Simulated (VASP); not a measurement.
Runs of VASP 6.6.1 on AlN. The structure is that of space group Fm-3m (No. 225), or close to it. The cells are those of the table. 

```tsv
task	level	potentials or basis	cell	k mesh	cutoff (eV)	smearing	grid for exact exchange (PRECFOCK)	screening parameter	gap on the mesh (eV)	pressure (GPa)
relaxation of cell and atoms	PBEsol	VASP PAW PBE potentials, release 64 (Al, N)	relaxed from a = 2.878 Å, angles 60.0°, 2 atoms	10 × 10 × 10	600	fermi-dirac 0.02 eV	-	-	(b)	0.0
single point	LDA	VASP PAW LDA potentials, release 64 (Al, N)	a = 2.836 Å, angles 60.0°, 2 atoms	10 × 10 × 10	520	fermi-dirac 0.02 eV	-	-	(a)	0.6
dielectric tensor	PBE	VASP PAW PBE potentials, release 64 (Al, N)	a = 2.855 Å, angles 60.0°, 2 atoms	10 × 10 × 10	520	gaussian 0.01 eV	-	-	4.65	-
single point	HSE06	VASP PAW PBE potentials, release 64 (Al, N)	a = 2.850 Å, angles 60.0°, 2 atoms	6 × 6 × 6	520	fermi-dirac 0.02 eV	Normal	0.2079 1/Å	6.07	0.1
```

Alike in all rows: no spin polarisation.

Problem. Fill in the values left out.

Solution. (a) 4.69; (b) 4.55.

Caveats: some runs use coarse meshes; the PAW data sets were made with another functional, which shifts forces and pressure a little (some runs).

A k mesh can miss the band edges.
